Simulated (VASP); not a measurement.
# MgTe5 (P-6m2) in VASP: notebook

MgTe5 is run at these levels: PBE; tasks: single point, relaxation of cell and atoms.

Program: VASP 6.6.1. These are calculated values, not measurements. Logs are shortened: lines on timing, memory, paths and dates and some standing lists are left out, and cuts for length are marked.

## (1) The cell of the first run

Symmetry: P-6m2, No. 187, hexagonal system. Conventional cell: a = 7.857 Å, b = 7.857 Å, c = 5.316 Å, α = 90.00°, β = 90.00°, γ = 120.00°. Within 3.5 Å of Mg (site symmetry -6m2) lie 5 Te at 2.66 to 2.90 Å. Te (site symmetry mm2) has 2 Te at 2.84 Å and 1 Mg at 2.90 Å within 3.7 Å. Te (site symmetry -6m2) has 2 Mg at 2.66 Å within 3.5 Å.

The cell was generated, and may not be a known phase.

## (2) Single point, PBE

Contents of INCAR:

```
SYSTEM = MgTe5
  PREC = Accurate
  ENCUT = 520
  EDIFF = 1E-6
  ISMEAR = 0
  SIGMA = 0.1
  LREAL = .FALSE.
  LASPH = .TRUE.
  NELM = 80
  ALGO = Normal
  ISIF = 2
  LWAVE = .FALSE.
  LCHARG = .FALSE.
  GGA = PE
  NBANDS = 25
```

Contents of KPOINTS:

```
regular mesh
0
G
  6 6 8
  0 0 0
```

Contents of POSCAR:

```
MgTe5
1.0
    7.8572218536      0.0000000000      0.0000000000
   -3.9286109268      6.8045537284      0.0000000000
    0.0000000000      0.0000000000      5.3157661751
Mg Te
1 5
Direct
    0.6666666667      0.3333333333      0.5000000000
    0.8795295074      0.1204704926      0.5000000000
    0.8795295074      0.7590590147      0.5000000000
    0.2409409853      0.1204704926      0.5000000000
    0.6666666667      0.3333333333      0.0000000000
    0.3333333333      0.6666666667      0.0000000000
```

Potentials or basis: VASP PAW PBE potentials, release 64 (Mg, Te).

Run with:

```sh
$ cat potpaw_PBE.64/Mg/POTCAR potpaw_PBE.64/Te/POTCAR > POTCAR
$ mpirun -np 1 vasp_std > vasp.out
```

OUTCAR:

```text
SYSTEM = MgTe5
   PREC = Accurate
   ENCUT = 520
   EDIFF = 1E-6
   ISMEAR = 0
   LREAL = .FALSE.
   LASPH = .TRUE.
   NELM = 80
   ISIF = 2
   GGA = PE

 ion  position               nearest neighbor table
   1  0.667  0.333  0.500-   5 2.66   5 2.66   2 2.90   4 2.90   3 2.90
   2  0.880  0.120  0.500-   4 2.84   3 2.84   1 2.90
   3  0.880  0.759  0.500-   2 2.84   4 2.84   1 2.90
   4  0.241  0.120  0.500-   2 2.84   3 2.84   1 2.90
   5  0.667  0.333  0.000-   1 2.66   1 2.66
   6  0.333  0.667  0.000-

  LATTYP: Found a hexagonal cell.
 ALAT       =     7.8572218536
 C/A-ratio  =     0.6765452566

  Lattice vectors:

 A1 = (   7.8572218536,   0.0000000000,   0.0000000000)
 A2 = (  -3.9286109268,   6.8045537284,   0.0000000000)
 A3 = (   0.0000000000,   0.0000000000,   5.3157661751)

Analysis of symmetry for initial positions (statically):
=====================================================================
 Subroutine PRICEL returns:
 Original cell was already a primitive cell.

 Routine SETGRP: Setting up the symmetry group for a
 hexagonal supercell.

 Subroutine GETGRP returns: Found 12 space group operations
 (whereof 12 operations were pure point group operations)
 out of a pool of 24 trial point group operations.

The static configuration has the point symmetry D_3h.

Analysis of symmetry for dynamics (positions and initial velocities):
=====================================================================
 Subroutine PRICEL returns:
 Original cell was already a primitive cell.

 Routine SETGRP: Setting up the symmetry group for a
 hexagonal supercell.

 Subroutine GETGRP returns: Found 12 space group operations
 (whereof 12 operations were pure point group operations)
 out of a pool of 24 trial point group operations.

The dynamic configuration has the point symmetry D_3h.

 Subroutine INISYM returns: Found 12 space group operations
 (whereof 12 operations are pure point group operations),
 and found     1 'primitive' translations

----------------------------------------------------------------------------------------

                                     Primitive cell

  volume of cell :     284.2068

  direct lattice vectors                    reciprocal lattice vectors
     7.857221854  0.000000000  0.000000000     0.127271448  0.073480205  0.000000000
    -3.928610927  6.804553728  0.000000000     0.000000000  0.146960409  0.000000000
     0.000000000  0.000000000  5.315766175     0.000000000  0.000000000  0.188119636

  length of vectors
     7.857221854  7.857221854  5.315766175     0.146960409  0.146960409  0.188119636

  position of ions in fractional coordinates (direct lattice)
     0.666666667  0.333333333  0.500000000
     0.879529507  0.120470493  0.500000000
     0.879529507  0.759059015  0.500000000
     0.240940985  0.120470493  0.500000000
     0.666666667  0.333333333  0.000000000
     0.333333333  0.666666667  0.000000000

  ion indices of the primitive-cell ions
   primitive index   ion index
                 1           1
                 2           2
                 3           3
                 4           4
                 5           5
                 6           6

----------------------------------------------------------------------------------------

 KPOINTS: regular mesh

Automatic generation of k-mesh.
 Grid dimensions read from file:
 generate k-points for:    6    6    8

 Generating k-lattice:

  Cartesian coordinates                     Fractional coordinates (reciprocal lattice)
     0.021211908  0.012246701  0.000000000     0.166666667  0.000000000  0.000000000
     0.000000000  0.024493402  0.000000000     0.000000000  0.166666667  0.000000000
     0.000000000  0.000000000  0.023514955     0.000000000  0.000000000  0.125000000

  Length of vectors
     0.024493402  0.024493402  0.023514955

  Shift w.r.t. Gamma in fractional coordinates (k-lattice)
     0.000000000  0.000000000  0.000000000

 Subroutine IBZKPT returns following result:
 ===========================================

 Found     35 irreducible k-points:

 Following reciprocal coordinates:
            Coordinates               Weight
  0.000000  0.000000  0.000000      1.000000
  0.166667 -0.000000  0.000000      6.000000
  0.333333 -0.000000  0.000000      6.000000
  0.500000 -0.000000  0.000000      3.000000
  0.166667  0.166667  0.000000      6.000000
  0.333333  0.166667  0.000000     12.000000
[... 16 lines left out ...]
  0.166667 -0.000000  0.375000     12.000000
  0.333333 -0.000000  0.375000     12.000000
 [... further k-points ...]
   k-points           NKPTS =     35   k-points in BZ     NKDIM =     35   number of bands    NBANDS=     25
   number of dos      NEDOS =    301   number of ions     NIONS =      6
   total plane-waves  NPLWV = 144000
   dimension x,y,z NGX =    60 NGY =   60 NGZ =   40
   dimension x,y,z NGXF=   120 NGYF=  120 NGZF=   80
   ions per type =               1   5
   NGX,Y,Z   is equivalent  to a cutoff of  12.70, 12.70, 12.51 a.u.
   NGXF,Y,Z  is equivalent  to a cutoff of  25.39, 25.39, 25.02 a.u.
 SYSTEM =  MgTe5
   PREC   = accura    normal or accurate (medium, high low for compatibility)
   ISTART =      0    job   : 0-new  1-cont  2-samecut
   ICHARG =      2    charge: 1-file 2-atom 10-const
   ISPIN  =      1    spin polarized calculation?
   LNONCOLLINEAR =      F non collinear calculations
   LSORBIT =      F    spin-orbit coupling
   LASPH  =      T    aspherical Exc in radial PAW
   ENCUT  =  520.0 eV  38.22 Ry    6.18 a.u.  14.61 14.61  9.88*2*pi/ulx,y,z
   NELM   =     80;   NELMIN=  2; NELMDL= -5     # of ELM steps
   EDIFF  = 0.1E-05   stopping-criterion for ELM
   LREAL  =      F    real-space projection
   EDIFFG = 0.1E-04   stopping-criterion for IOM
   NSW    =      0    number of steps for IOM
   IBRION =     -1    ionic relax: 0-MD 1-quasi-New 2-CG
   NFREE  =      0    steps in history (QN), initial steepest desc. (CG)
   ISIF   =      2    stress and relaxation
   ISYM   =      2    0-nonsym 1-usesym 2-fastsym
   POTIM  = 0.5000    time-step for ionic-motion
   TEBEG  =    0.0;   TEEND  =   0.0 temperature during run
   PSTRESS=    0.0 pullay stress
   NELECT =      32.0000    total number of electrons
   NUPDOWN=      -1.0000    fix difference up-down
   EMIN   =  10.00;   EMAX   =-10.00  energy-range for DOS
   EFERMI =   0.00;   METHOD = LEGACY
   ISMEAR =     0;   SIGMA  =   0.10  broadening in eV -4-tet -1-fermi 0-gaus
   EFERMI_NEDOS =   21; number of points for ismear=-14 and -15
   IALGO  =     38    algorithm
   IMIX   =      4    mixing-type and parameters
     AMIX     =   0.40;   BMIX     =  1.00
     AMIX_MAG =   1.60;   BMIX_MAG =  1.00
  volume/ion in A,a.u.               =      47.37       319.65
  Fermi-wavevector in a.u.,A,eV,Ry     =   0.790521  1.493868  8.502596  0.624923
  Thomas-Fermi vector in A             =   1.895879
   LORBIT       =      0    0 simple, 1 ext, 2 COOP (PROOUT), +10 PAW based schemes
   GGA     = PE    functional components
   LHFCALC =     F    Hartree Fock is set to
   AEXX    =    0.0000 exact exchange contribution
   IVDW    =     0    specifies the selected vdW correction
   LEPSILON=     F    determine dielectric tensor
   LRPA    =     F    only Hartree local field effects (RPA)
 non-spin polarized calculation
 Gauss-broadening in eV      SIGMA  =   0.10
  energy-cutoff  :      520.00
  volume of cell :      284.21
 maximum number of plane-waves:      7682
 NGX is ok and might be reduce to    60
   NGX = 29   NGY = 29   NGZ = 19

 number of electron      32.0000002 magnetization

 Free energy of the ion-electron system (eV)
  ---------------------------------------------------
  ext. energy  EPLUGINS =         0.00000000
  ---------------------------------------------------
  free energy    TOTEN  =       -13.37362276 eV

  energy without entropy =      -13.29275617  energy(sigma->0) =      -13.33318946

 E-fermi :   1.6738     XC(G=0):  -7.2303

 val. band max:        1.6735710133   @ k =   0.3333   0.3333   0.0000
 cond. band min:       1.6738297120   @ k =   0.5000  -0.0000   0.3750
 fundamental gap:      0.0002586987
 Fermi energy:         1.6738147363

 k-point     1 :       0.0000    0.0000    0.0000
  band No.  band energies     occupation
      1     -11.2037      2.00000
      2      -8.8144      2.00000
      3      -8.5772      2.00000
      4      -8.5772      2.00000
      5      -7.6072      2.00000
      6      -3.2328      2.00000
[... 17 lines left out ...]
     24       6.4840      0.00000
     25       6.4840      0.00000

 k-point     2 :       0.1667   -0.0000    0.0000
  band No.  band energies     occupation
      1     -11.1921      2.00000
      2      -8.9744      2.00000
      3      -8.5791      2.00000
      4      -8.4247      2.00000
      5      -7.6105      2.00000
      6      -3.1992      2.00000
[... 17 lines left out ...]
     24       6.7044      0.00000
     25       6.8035      0.00000

 k-point     3 :       0.3333   -0.0000    0.0000
  band No.  band energies     occupation
      1     -11.1678      2.00000
      2      -9.1544      2.00000
      3      -8.5829      2.00000
      4      -8.2623      2.00000
      5      -7.6146      2.00000
      6      -3.1325      2.00000
[... 552 lines left out ...]
 k-point    23 :       0.1667   -0.0000    0.3750
  band No.  band energies     occupation
      1     -11.1580      2.00000
      2      -8.7799      2.00000
      3      -8.5525      2.00000
      4      -8.5297      2.00000
      5      -7.5847      2.00000
      6      -3.9111      2.00000
[... 17 lines left out ...]
     24       7.1561      0.00000
     25       7.6252      0.00000

 k-point    24 :       0.3333   -0.0000    0.3750
  band No.  band energies     occupation
      1     -11.1424      2.00000
      2      -8.8599      2.00000
      3      -8.5559      2.00000
      4      -8.5037      2.00000
      5      -7.5902      2.00000
      6      -3.5511      2.00000
[... 17 lines left out ...]
     24       7.2269      0.00000
     25       7.4108      0.00000

 [... further k-points ...]

------------------------ aborting loop because EDIFF is reached ----------------------------------------

  FORCE on cell =-STRESS in cart. coord.  units (eV):
  Direction    XX          YY          ZZ          XY          YZ          ZX
  --------------------------------------------------------------------------------------
  -------------------------------------------------------------------------------------
  Total       -0.1045652     -0.1045652      0.0356630     -0.0000000      0.0000000      0.0000000
  in kB       -0.5894722     -0.5894722      0.2010451     -0.0000000      0.0000000      0.0000000
  external PRESSURE =      -0.3259665 kB  Pullay stress =       0.0000000 kB

 VOLUME and BASIS-vectors are now :
 -----------------------------------------------------------------------------
  energy-cutoff  :      520.00
  volume of cell :      284.21
      direct lattice vectors                 reciprocal lattice vectors
     7.857221854  0.000000000  0.000000000     0.127271448  0.073480205  0.000000000
    -3.928610927  6.804553728  0.000000000     0.000000000  0.146960409  0.000000000
     0.000000000  0.000000000  5.315766175     0.000000000  0.000000000  0.188119636

 POSITION                                       TOTAL-FORCE (eV/Angst)
 -----------------------------------------------------------------------------------
      3.92861      2.26818      2.65788         0.000000      0.000000      0.000000
      6.43738      0.81975      2.65788         0.002589     -0.001495      0.000000
      3.92861      5.16506      2.65788         0.000000      0.002989     -0.000000
      1.41985      0.81975      2.65788        -0.002589     -0.001495      0.000000
      3.92861      2.26818      0.00000         0.000000     -0.000000      0.000000
     -0.00000      4.53637      0.00000         0.000000      0.000000      0.000000
 -----------------------------------------------------------------------------------
    total drift:                               -0.000000      0.000000     -0.000000

  FREE ENERGIE OF THE ION-ELECTRON SYSTEM (eV)
  ---------------------------------------------------
  free  energy   TOTEN  =       -13.3736227619 eV

  energy  without entropy=      -13.2927561665  energy(sigma->0) =      -13.33318946
```

Wall time 4.2 min (1 thread of Intel Xeon Platinum 8259CL at 2.50GHz (Skylake/Cascade Lake), shared host); peak memory 0.5 GiB.

What came out:

- Free energy: -13.3736 eV
- Pressure: 0.0 GPa
- Band gap on the k mesh: zero (bands 16 and 17 overlap by 0.62 eV)

Forces in eV/Å, atoms in the order of the input:
```
Mg   0.000  0.000  0.000
Te   0.003 -0.001  0.000
Te   0.000  0.003  0.000
Te  -0.003 -0.001  0.000
Te   0.000  0.000  0.000
Te   0.000  0.000  0.000
```

Stress tensor (GPa, compression positive):
```
-0.06  0.00  0.00
 0.00 -0.06  0.00
 0.00  0.00  0.02
```

Caveat: semilocal functionals underestimate gaps, and a narrow one can read as zero; spin-orbit coupling is left out, which moves the levels of the heavy elements.

## (3) Relaxation of cell and atoms, PBE

This run uses another cell than the first one, of 47.77 Å³/atom.

Contents of INCAR:

```
SYSTEM = MgTe5
ALGO = Normal ; EDIFF = 1E-6
EDIFFG = -0.01 ; ENCUT = 600
GGA = PE ; IBRION = 2
ISIF = 3 ; ISMEAR = 0
LASPH = .True. ; LCHARG = .False.
LREAL = .False. ; LWAVE = .False.
NELM = 80 ; NSW = 100
PREC = Accurate ; SIGMA = 0.1
```

Contents of KPOINTS:

```
k-points
0
Gamma
  6 6 8
  0 0 0
```

Contents of POSCAR:

```
MgTe5
1.0
    7.8821880244      0.0000000000      0.0000000000
   -3.9410940122      6.8261750666      0.0000000000
    0.0000000000      0.0000000000      5.3270611722
Mg Te
1 5
Direct
    0.6666666667      0.3333333333      0.5000000000
    0.8801835324      0.1198164676      0.5000000000
    0.8801835324      0.7603670648      0.5000000000
    0.2396329352      0.1198164676      0.5000000000
    0.6666666667      0.3333333333      0.0000000000
    0.3333333333      0.6666666667      0.0000000000
```

Potentials or basis: VASP PAW PBE potentials, release 64 (Mg, Te).

Run with:

```sh
$ cat potpaw_PBE.64/Mg/POTCAR potpaw_PBE.64/Te/POTCAR > POTCAR
$ mpirun -np 1 vasp_std > vasp.out
```

Run time: 15 min. Hardware: 1 thread of Intel Xeon Platinum 8259CL at 2.50GHz (Skylake/Cascade Lake), shared host; peak memory 0.65 GiB.

The run converged. Its results:

* Free energy: -13.3740 eV
* Relaxed volume: 47.23 Å³/atom
* Relaxed cell: a = 7.842 Å, b = 7.842 Å, c = 5.321 Å, α = 90.00°, β = 90.00°, γ = 120.00°
* Space group after relaxing (to 0.1 Å): P-6m2 (No. 187)
* Energy gained by relaxing: 0.3 meV/atom
* Ionic steps: 6
* Pressure after relaxing: 0.0 GPa
* Largest force after relaxing: 0.006 eV/Å
* Band gap on the k mesh: zero (bands 16 and 17 overlap by 0.63 eV)

Forces in eV/Å, atoms in the order of the input:
```
Mg   0.000  0.000  0.000
Te   0.006 -0.003  0.000
Te   0.000  0.006  0.000
Te  -0.006 -0.003  0.000
Te   0.000  0.000  0.000
Te   0.000  0.000  0.000
```

The path:
```csv
step,energy change (eV),largest force (eV/Å),pressure (GPa),volume (Å³)
1,0.0000,0.0511,-0.10,286.62
2,-0.0009,0.0420,-0.05,285.41
3,-0.0014,0.0289,0.02,283.74
4,-0.0016,0.0066,0.00,283.72
5,-0.0017,0.0210,-0.02,283.69
6,-0.0019,0.0065,-0.01,283.41
```

Final structure:
```xyz
6
Lattice="7.8422 0.0000 0.0000 -3.9211 6.7916 0.0000 0.0000 0.0000 5.3211" Properties=species:S:1:pos:R:3 pbc="T T T"
Mg    3.9211    2.2639    2.6606
Te    6.4220    0.8199    2.6606
Te    3.9211    5.1517    2.6606
Te    1.4202    0.8199    2.6606
Te    3.9211    2.2639    5.3211
Te    0.0000    4.5277    5.3211
```

Levels at points of the mesh, in eV from the Fermi level:
```
           k point  band 13  band 14  band 15  band 16  band 17  band 18  band 19  band 20
(0.00, 0.00, 0.00)    -0.59    -0.59    -0.30    -0.30     0.04     0.78     1.22     1.22
(0.50, 0.00, 0.00)    -0.60    -0.48    -0.23    -0.16     0.06     0.16     0.48     1.05
(0.00, 0.00, 0.50)    -0.60    -0.56    -0.56     0.55     0.55     0.73     0.73     0.82
(0.50, 0.00, 0.50)    -0.58    -0.53    -0.22    -0.09     0.04     0.26     0.79     0.90
```

Caveat: semilocal functionals underestimate gaps, and a narrow one can read as zero; spin-orbit coupling is left out, which moves the levels of the heavy elements.
